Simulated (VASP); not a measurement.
# GaN (F-43m) in VASP: a series of runs

The runs below take GaN through relaxation of cell and atoms, with PBE.

Program: VASP 6.6.1. These are calculated values, not measurements. Logs are shortened: lines on timing, memory, paths and dates and some standing lists are left out, and cuts for length are marked.

## Step 1: The cell of the first run

It takes space group F-43m (No. 216, cubic). The conventional cell has a = 4.578 Å, b = 4.578 Å, c = 4.578 Å, α = 90.00°, β = 90.00°, γ = 90.00°. Ga (site symmetry -43m) has 4 N at 1.98 Å within 2.6 Å. N (site symmetry -43m) has 4 Ga at 1.98 Å within 2.6 Å.

## Step 2: Relaxation of cell and atoms, PBE, target pressure -2 GPa, at which the enthalpy is minimised

The input, INCAR:

```
SYSTEM = GaN
PREC = Accurate ; ENCUT = 600
EDIFF = 1E-6 ; ISMEAR = 0
SIGMA = 0.02 ; LREAL = .False.
LASPH = .True. ; NELM = 60
ALGO = Normal ; ISIF = 3
LWAVE = .False. ; LCHARG = .False.
GGA = PE ; IBRION = 2
NSW = 70 ; EDIFFG = -0.008
PSTRESS = -20.0
```

The input, KPOINTS:

```
Automatic mesh
0
Gamma
  10 10 10
  0 0 0
```

The input, POSCAR:

```
GaN
1.0
    0.0000000000      2.2888918440      2.2888918440
    2.2888918440      0.0000000000      2.2888918440
    2.2888918440      2.2888918440      0.0000000000
Ga N
1 1
Direct
    0.0000000000      0.0000000000      0.0000000000
    0.7500000000      0.7500000000      0.7500000000
```

Potentials or basis: VASP PAW PBE potentials, release 64 (Ga_d, N).

Started as:

```console
> cat potpaw_PBE.64/Ga_d/POTCAR potpaw_PBE.64/N/POTCAR > POTCAR
> mpirun -np 1 vasp_std > vasp.out
```

OUTCAR:

```text
SYSTEM = GaN
   PREC = Accurate
   ENCUT = 600
   EDIFF = 1E-6
   ISMEAR = 0
   LREAL = .False.
   LASPH = .True.
   NELM = 60
   ISIF = 3
   GGA = PE
   IBRION = 2
   NSW = 70
   EDIFFG = -0.008
   PSTRESS = -20.0

 ion  position               nearest neighbor table
   1  0.000  0.000  0.000-   2 1.98   2 1.98   2 1.98   2 1.98
   2  0.750  0.750  0.750-   1 1.98   1 1.98   1 1.98   1 1.98

  LATTYP: Found a face centered cubic cell.
 ALAT       =     4.5777836880

  Lattice vectors:

 A1 = (   0.0000000000,   2.2888918440,   2.2888918440)
 A2 = (   2.2888918440,   0.0000000000,   2.2888918440)
 A3 = (   2.2888918440,   2.2888918440,   0.0000000000)

Analysis of symmetry for initial positions (statically):
=====================================================================
 Subroutine PRICEL returns:
 Original cell was already a primitive cell.

 Routine SETGRP: Setting up the symmetry group for a
 face centered cubic supercell.

 Subroutine GETGRP returns: Found 24 space group operations
 (whereof 24 operations were pure point group operations)
 out of a pool of 48 trial point group operations.

The static configuration has the point symmetry T_d .

Analysis of symmetry for dynamics (positions and initial velocities):
=====================================================================
 Subroutine PRICEL returns:
 Original cell was already a primitive cell.

 Routine SETGRP: Setting up the symmetry group for a
 face centered cubic supercell.

 Subroutine GETGRP returns: Found 24 space group operations
 (whereof 24 operations were pure point group operations)
 out of a pool of 48 trial point group operations.

The dynamic configuration has the point symmetry T_d .

 Subroutine INISYM returns: Found 24 space group operations
 (whereof 24 operations are pure point group operations),
 and found     1 'primitive' translations

----------------------------------------------------------------------------------------

                                     Primitive cell

  volume of cell :      23.9831

  direct lattice vectors                    reciprocal lattice vectors
     0.000000000  2.288891844  2.288891844    -0.218446320  0.218446320  0.218446320
     2.288891844  0.000000000  2.288891844     0.218446320 -0.218446320  0.218446320
     2.288891844  2.288891844  0.000000000     0.218446320  0.218446320 -0.218446320

  length of vectors
     3.236981889  3.236981889  3.236981889     0.378360125  0.378360125  0.378360125

  position of ions in fractional coordinates (direct lattice)
     0.000000000  0.000000000  0.000000000
     0.750000000  0.750000000  0.750000000

  ion indices of the primitive-cell ions
   primitive index   ion index
                 1           1
                 2           2

----------------------------------------------------------------------------------------

 KPOINTS: Automatic mesh

Automatic generation of k-mesh.
 Grid dimensions read from file:
 generate k-points for:   10   10   10

 Generating k-lattice:

  Cartesian coordinates                     Fractional coordinates (reciprocal lattice)
    -0.021844632  0.021844632  0.021844632     0.100000000  0.000000000  0.000000000
     0.021844632 -0.021844632  0.021844632     0.000000000  0.100000000  0.000000000
     0.021844632  0.021844632 -0.021844632     0.000000000  0.000000000  0.100000000

  Length of vectors
     0.037836012  0.037836012  0.037836012

  Shift w.r.t. Gamma in fractional coordinates (k-lattice)
     0.000000000  0.000000000  0.000000000

 Subroutine IBZKPT returns following result:
 ===========================================

 Found     47 irreducible k-points:

 Following reciprocal coordinates:
            Coordinates               Weight
  0.000000  0.000000  0.000000      1.000000
  0.100000  0.000000  0.000000      8.000000
  0.200000  0.000000  0.000000      8.000000
  0.300000  0.000000  0.000000      8.000000
  0.400000  0.000000  0.000000      8.000000
  0.500000  0.000000  0.000000      4.000000
[... 16 lines left out ...]
  0.300000  0.300000  0.000000      6.000000
  0.400000  0.300000  0.000000     24.000000
 [... further k-points ...]
   k-points           NKPTS =     47   k-points in BZ     NKDIM =     47   number of bands    NBANDS=     13
   number of dos      NEDOS =    301   number of ions     NIONS =      2
   total plane-waves  NPLWV =  21952
   dimension x,y,z NGX =    28 NGY =   28 NGZ =   28
   dimension x,y,z NGXF=    56 NGYF=   56 NGZF=   56
   ions per type =               1   1
   NGX,Y,Z   is equivalent  to a cutoff of  14.38, 14.38, 14.38 a.u.
   NGXF,Y,Z  is equivalent  to a cutoff of  28.76, 28.76, 28.76 a.u.
 SYSTEM =  GaN
   PREC   = accura    normal or accurate (medium, high low for compatibility)
   ISTART =      0    job   : 0-new  1-cont  2-samecut
   ICHARG =      2    charge: 1-file 2-atom 10-const
   ISPIN  =      1    spin polarized calculation?
   LNONCOLLINEAR =      F non collinear calculations
   LSORBIT =      F    spin-orbit coupling
   LASPH  =      T    aspherical Exc in radial PAW
   ENCUT  =  600.0 eV  44.10 Ry    6.64 a.u.   6.47  6.47  6.47*2*pi/ulx,y,z
   NELM   =     60;   NELMIN=  2; NELMDL= -5     # of ELM steps
   EDIFF  = 0.1E-05   stopping-criterion for ELM
   LREAL  =      F    real-space projection
   EDIFFG = -.8E-02   stopping-criterion for IOM
   NSW    =     70    number of steps for IOM
   IBRION =      2    ionic relax: 0-MD 1-quasi-New 2-CG
   NFREE  =      1    steps in history (QN), initial steepest desc. (CG)
   ISIF   =      3    stress and relaxation
   ISYM   =      2    0-nonsym 1-usesym 2-fastsym
   POTIM  = 0.5000    time-step for ionic-motion
   TEBEG  =    0.0;   TEEND  =   0.0 temperature during run
   PSTRESS=  -20.0 pullay stress
   NELECT =      18.0000    total number of electrons
   NUPDOWN=      -1.0000    fix difference up-down
   EMIN   =  10.00;   EMAX   =-10.00  energy-range for DOS
   EFERMI =   0.00;   METHOD = LEGACY
   ISMEAR =     0;   SIGMA  =   0.02  broadening in eV -4-tet -1-fermi 0-gaus
   EFERMI_NEDOS =   21; number of points for ismear=-14 and -15
   IALGO  =     38    algorithm
   IMIX   =      4    mixing-type and parameters
     AMIX     =   0.40;   BMIX     =  1.00
     AMIX_MAG =   1.60;   BMIX_MAG =  1.00
  volume/ion in A,a.u.               =      11.99        80.92
  Fermi-wavevector in a.u.,A,eV,Ry     =   1.487751  2.811443 30.115197  2.213405
  Thomas-Fermi vector in A             =   2.600873
   LORBIT       =      0    0 simple, 1 ext, 2 COOP (PROOUT), +10 PAW based schemes
   GGA     = PE    functional components
   LHFCALC =     F    Hartree Fock is set to
   AEXX    =    0.0000 exact exchange contribution
   IVDW    =     0    specifies the selected vdW correction
   LEPSILON=     F    determine dielectric tensor
   LRPA    =     F    only Hartree local field effects (RPA)
 conjugate gradient relaxation of ions
 non-spin polarized calculation
 Gauss-broadening in eV      SIGMA  =   0.02
  energy-cutoff  :      600.00
  volume of cell :       23.98
 maximum number of plane-waves:       821
 NGX is ok and might be reduce to    28
   NGX = 13   NGY = 13   NGZ = 13

--------------------------------------- Ionic step        1  -------------------------------------------

 number of electron      17.9999997 magnetization

 Free energy of the ion-electron system (eV)
  ---------------------------------------------------
  ext. energy  EPLUGINS =         0.00000000
  ---------------------------------------------------
  free energy    TOTEN  =       -12.15095521 eV

  energy without entropy =      -12.15095521  energy(sigma->0) =      -12.15095521

------------------------ aborting loop because EDIFF is reached ----------------------------------------

  FORCE on cell =-STRESS in cart. coord.  units (eV):
  Direction    XX          YY          ZZ          XY          YZ          ZX
  --------------------------------------------------------------------------------------
  -------------------------------------------------------------------------------------
  Total       -0.4808680     -0.4808680     -0.4808680     -0.0000000      0.0000000      0.0000000
  in kB      -32.1240749    -32.1240749    -32.1240749     -0.0000000      0.0000000      0.0000000
  external PRESSURE =     -12.1240749 kB  Pullay stress =     -20.0000000 kB
[... 61 lines left out ...]
  enthalpy is  TOTEN    =       -12.4506596727 eV   P V=       -0.2954670681

--------------------------------------- Ionic step        3  -------------------------------------------

 number of electron      17.9999999 magnetization

 Free energy of the ion-electron system (eV)
  ---------------------------------------------------
  ext. energy  EPLUGINS =         0.00000000
  ---------------------------------------------------
  free energy    TOTEN  =       -12.15396256 eV

  energy without entropy =      -12.15396256  energy(sigma->0) =      -12.15396256

 E-fermi :   5.0202     XC(G=0): -11.4601

 val. band max:        4.8659323443   @ k =   0.0000   0.0000   0.0000
 cond. band min:       6.3391496695   @ k =   0.0000   0.0000   0.0000
 fundamental gap:      1.4732173252
 Fermi energy:         5.0201757703

 k-point     1 :       0.0000    0.0000    0.0000
  band No.  band energies     occupation
      1     -10.7431      2.00000
      2      -8.5505      2.00000
      3      -8.5505      2.00000
      4      -8.5505      2.00000
      5      -8.2684      2.00000
      6      -8.2684      2.00000
      7       4.8659      2.00000
      8       4.8659      2.00000
      9       4.8659      2.00000
     10       6.3391      0.00000
     11      14.9242      0.00000
     12      14.9242      0.00000
     13      14.9242      0.00000
[... 353 lines left out ...]
 k-point    24 :       0.4000    0.3000    0.0000
  band No.  band energies     occupation
      1      -9.9062      2.00000
      2      -8.4293      2.00000
      3      -8.3511      2.00000
      4      -8.3511      2.00000
      5      -8.2142      2.00000
      6      -7.2963      2.00000
      7      -0.0681      2.00000
      8       2.5118      2.00000
      9       2.8228      2.00000
     10       9.2612      0.00000
     11      11.7265      0.00000
     12      15.4789      0.00000
     13      17.3796      0.00000

 [... further k-points ...]
[... 5 lines left out ...]
  --------------------------------------------------------------------------------------
  -------------------------------------------------------------------------------------
  Total       -0.3036000     -0.3036000     -0.3036000      0.0000000      0.0000000     -0.0000000
  in kB      -20.4398833    -20.4398833    -20.4398833      0.0000000      0.0000000     -0.0000000
  external PRESSURE =      -0.4398833 kB  Pullay stress =     -20.0000000 kB
[... 17 lines left out ...]
  FREE ENERGIE OF THE ION-ELECTRON SYSTEM (eV)
  ---------------------------------------------------
  free  energy   TOTEN  =       -12.1539625593 eV

  energy  without entropy=      -12.1539625593  energy(sigma->0) =      -12.15396256

  enthalpy is  TOTEN    =       -12.4510288253 eV   P V=       -0.2970662660

 reached required accuracy - stopping structural energy minimisation
```

It took 77 s on 1 thread of Intel Xeon 8259CL, shared host; peak memory 0.17 GiB.

What came out:

```yaml
Free_energy: -12.1540 eV
Relaxed_volume: 11.90 Å³/atom
Relaxed_cell: a = 3.229 Å, b = 3.229 Å, c = 3.229 Å, α = 60.00°, β = 60.00°, γ = 60.00°
Space_group_after_relaxing_to_0.05_Å: F-43m (No. 216)
Energy_change_on_relaxing_the_enthalpy_is_what_falls: -1.5 meV/atom
Ionic_steps: 3
Pressure_after_relaxing: -2.0 GPa
Band_gap_on_the_k_mesh: 1.47 eV, direct
```

Step by step:
| step | energy change (eV) | largest force (eV/Å) | pressure (GPa) | volume (Å³) |
| --- | --- | --- | --- | --- |
| 1 | 0.0000 | 0.0000 | -3.21 | 23.98 |
| 2 | -0.0042 | 0.0000 | -0.91 | 23.67 |
| 3 | -0.0030 | 0.0000 | -2.04 | 23.80 |

Final structure:
```yaml
crystal:
  lattice:
    - [0.00000, 2.28298, 2.28298]
    - [2.28298, 0.00000, 2.28298]
    - [2.28298, 2.28298, 0.00000]
  atoms:
    - { symbol: Ga, position: [0.00000, 0.00000, 0.00000] }
    - { symbol: N, position: [0.75000, 0.75000, 0.75000] }
```

Caveat: the cell is relaxed towards a set pressure, so the enthalpy falls and the energy may rise.

## Step 3: Relaxation of cell and atoms, PBE, target pressure 40 GPa, at which the enthalpy is minimised

This run uses another cell than the first one, of 9.95 Å³/atom, 0.830 times its volume.

The input, INCAR:

```
SYSTEM = GaN
ALGO = Normal
EDIFF = 1E-6
EDIFFG = -0.008
ENCUT = 600
GGA = PE
IBRION = 2
ISIF = 3
ISMEAR = 0
LASPH = .TRUE.
LCHARG = .FALSE.
LREAL = .FALSE.
LWAVE = .FALSE.
NELM = 80
NSW = 70
PREC = Accurate
PSTRESS = 400.0
SIGMA = 0.02
```

The input, KPOINTS:

```
k-points
0
G
  12 12 12
  0 0 0
```

The input, POSCAR:

```
GaN
1.0
    0.0000000000      2.1509955615      2.1509955615
    2.1509955615      0.0000000000      2.1509955615
    2.1509955615      2.1509955615      0.0000000000
Ga N
1 1
Direct
    0.0000000000      0.0000000000      0.0000000000
    0.7500000000      0.7500000000      0.7500000000
```

Potentials or basis: VASP PAW PBE potentials, release 64 (Ga_d, N).

Started as:

```console
> cat potpaw_PBE.64/Ga_d/POTCAR potpaw_PBE.64/N/POTCAR > POTCAR
> mpirun -np 1 vasp_std > vasp.out
```

Run time: 56 s. Hardware: 1 thread of Intel Xeon 8259CL, shared host; peak memory 0.16 GiB.

Results (log left out):

| Property | Result |
| --- | --- |
| Free energy | -11.7674 eV |
| Relaxed volume | 9.99 Å³/atom |
| Relaxed cell | a = 3.045 Å, b = 3.045 Å, c = 3.045 Å, α = 60.00°, β = 60.00°, γ = 60.00° |
| Space group after relaxing (to 0.05 Å) | F-43m (No. 216) |
| Energy change on relaxing (the enthalpy is what falls) | -8.3 meV/atom |
| Ionic steps | 3 |
| Pressure after relaxing | 40.1 GPa |
| Band gap on the k mesh | 2.60 eV, direct |

Step by step:
```tsv
step	energy change (eV)	largest force (eV/Å)	pressure (GPa)	volume (Å³)
1	0.0000	0.0000	41.03	19.90
2	-0.0455	0.0000	37.76	20.09
3	-0.0167	0.0000	40.05	19.97
```

Final structure:
```
Ga N
1.0
     0.00000    2.15337    2.15337
     2.15337    0.00000    2.15337
     2.15337    2.15337    0.00000
Ga N
1 1
Cartesian
  0.0000 0.0000 0.0000
  3.2301 3.2301 3.2301
```

Levels at points of the mesh, in eV from the valence-band top:
```
           k point  band 5  band 6  band 7  band 8  band 9  band 10  band 11  band 12  band 13
(0.00, 0.00, 0.00)  -13.16  -13.16    0.00    0.00    0.00     2.60    11.17    11.17    11.17
(0.50, 0.00, 0.00)  -13.09  -11.89   -8.01   -1.15   -1.15     5.59     9.40    11.07    11.07
(0.50, 0.50, 0.00)  -13.05  -11.50   -6.72   -3.23   -3.23     3.38     7.44    12.76    15.45
```

Caveat: the cell is relaxed towards a set pressure, so the enthalpy falls and the energy may rise.
